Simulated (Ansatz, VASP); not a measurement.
ZnWO4: VASP beside Ansatz

The input INCAR:

```
PREC = Accurate
ENCUT = 520
EDIFF = 1E-6
ISMEAR = -1
SIGMA = 0.1861
LREAL = Auto
LASPH = T
NELM = 100
ALGO = Normal
ISIF = 2
LWAVE = F
LCHARG = F
GGA = PE
NBANDS = 90
```

Contents of KPOINTS:

```
Automatic mesh
0
Gamma
  3 3 3
```

File POSCAR:

```
ZnWO4
1.0
    6.3295770000      0.1311510000     -0.0352210000
    0.1311510000      5.9276150000     -0.0312300000
   -0.0352210000     -0.0312300000      6.2590500000
W O Zn
3 12 3
Direct
    0.7607004823      0.6713677363      0.8210016453
    0.6907779156      0.6025623386      0.2897594572
    0.4098822244      0.0114695946      0.2288150174
    0.6311409260      0.4983698516      0.6063446015
    0.2256270052      0.0908835897      0.0136726437
    0.0954479314      0.5775759105      0.7223828949
    0.9239847921      0.6908547816      0.4166986316
    0.5842642714      0.2848593113      0.1367526564
    0.3759209714      0.5896655818      0.2615814619
    0.7200080332      0.8942301659      0.1401654880
    0.8826905144      0.9151036932      0.7431906717
    0.2452463924      0.1469036344      0.4452146817
    0.5522182134      0.9031979216      0.4867276211
    0.4680895999      0.6616296039      0.8790499411
    0.9207021621      0.5291636822      0.0866336406
    0.2862473402      0.4391065338      0.9515653807
    0.2160086188      0.9204530621      0.6847883811
    0.1430630444      0.4486941512      0.4516986702
```

Input for Ansatz:

```yaml
crystal:
  lattice:
    - [6.329577, 0.131151, -0.035221]
    - [0.131151, 5.927615, -0.03123]
    - [-0.035221, -0.03123, 6.25905]
  atoms:
    - { symbol: W, position: [0.7607004823, 0.6713677363, 0.8210016453] }
    - { symbol: W, position: [0.6907779156, 0.6025623386, 0.2897594572] }
    - { symbol: W, position: [0.4098822244, 0.0114695946, 0.2288150174] }
    - { symbol: O, position: [0.631140926, 0.4983698516, 0.6063446015] }
    - { symbol: O, position: [0.2256270052, 0.0908835897, 0.0136726437] }
    - { symbol: O, position: [0.0954479314, 0.5775759105, 0.7223828949] }
    - { symbol: O, position: [0.9239847921, 0.6908547816, 0.4166986316] }
    - { symbol: O, position: [0.5842642714, 0.2848593113, 0.1367526564] }
    - { symbol: O, position: [0.3759209714, 0.5896655818, 0.2615814619] }
    - { symbol: O, position: [0.7200080332, 0.8942301659, 0.140165488] }
    - { symbol: O, position: [0.8826905144, 0.9151036932, 0.7431906717] }
    - { symbol: O, position: [0.2452463924, 0.1469036344, 0.4452146817] }
    - { symbol: O, position: [0.5522182134, 0.9031979216, 0.4867276211] }
    - { symbol: O, position: [0.4680895999, 0.6616296039, 0.8790499411] }
    - { symbol: O, position: [0.9207021621, 0.5291636822, 0.0866336406] }
    - { symbol: Zn, position: [0.2862473402, 0.4391065338, 0.9515653807] }
    - { symbol: Zn, position: [0.2160086188, 0.9204530621, 0.6847883811] }
    - { symbol: Zn, position: [0.1430630444, 0.4486941512, 0.4516986702] }
basis:
  ecutwfc: 420
kpoints:
  mp_grid: { grid: [3, 3, 3] }
hamiltonian:
  xc: pbe
scf:
  occupations: { method: fermi_dirac, width: 0.1861 }
output:
  forces: true
  stress: true
  eigenvalues: true
  populations: true
  write_density: true
  write_potential: true
  elf: true
  volumetric_format: npy
```

Alike in both runs: task single point; functional PBE; k mesh 3 × 3 × 3; occupations fermi-dirac, width 0.1861 eV; no spin polarisation.

```csv
,VASP,Ansatz
version,VASP 6.6.1,Ansatz 0.2.0
potentials or method,"VASP PAW PBE potentials, release 64 (W_sv, O, Zn), cutoff 520 eV","scalar-relativistic, plane waves, PAW"
valence electrons in the cell,150,150
```

|  | VASP | Ansatz | Ansatz less VASP |
| --- | --- | --- | --- |
| gap on the k mesh at the Fermi level (eV) | 1.21 | 1.23 | +0.018 |
| least direct gap on the mesh (eV) | 1.33 | 1.34 | +0.013 |
| rms of the force components (eV/Å) | 1.468 | 1.443 | -0.0249 |

Atom by atom the forces differ by 0.140 eV/Å (rms over components).

Neither program's run includes spin-orbit coupling.
